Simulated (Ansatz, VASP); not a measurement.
Two plane-wave programs on BN

```
B N
1.0
     0.00000    1.77396    1.80483
     1.77396    0.00000    1.80483
     1.77396    1.77396    0.00000
B N
1 1
Direct
  0.00000 0.00000 0.00000
  0.25000 0.25000 0.25000
```

Change from the starting cell: biaxial_xy strain -1.7%.

Alike in both runs: task single point; functional r2SCAN; k mesh 12 × 12 × 12; no spin polarisation.

```csv
,VASP,Ansatz
version,VASP 6.6.1,Ansatz 0.2.0
potentials or method,"VASP PAW PBE potentials, release 64 (B, N)","plane waves, PAW"
plane-wave cutoff (eV),520,500
occupations,"gaussian, width 0.01 eV",fixed
valence electrons in the cell,8,8
```

Ansatz gave:

* gap on the k mesh at the Fermi level (eV): 4.88
* pressure (GPa): 14.4
* traceless stress, the component that is largest in VASP (GPa): -7.89

Problem. Which values does VASP return?

Solution. gap on the k mesh at the Fermi level (eV): 4.86; pressure (GPa): 15.7; traceless stress, the component that is largest in VASP (GPa): -7.87.

VASP's potentials were made for PBE, not for r2SCAN.
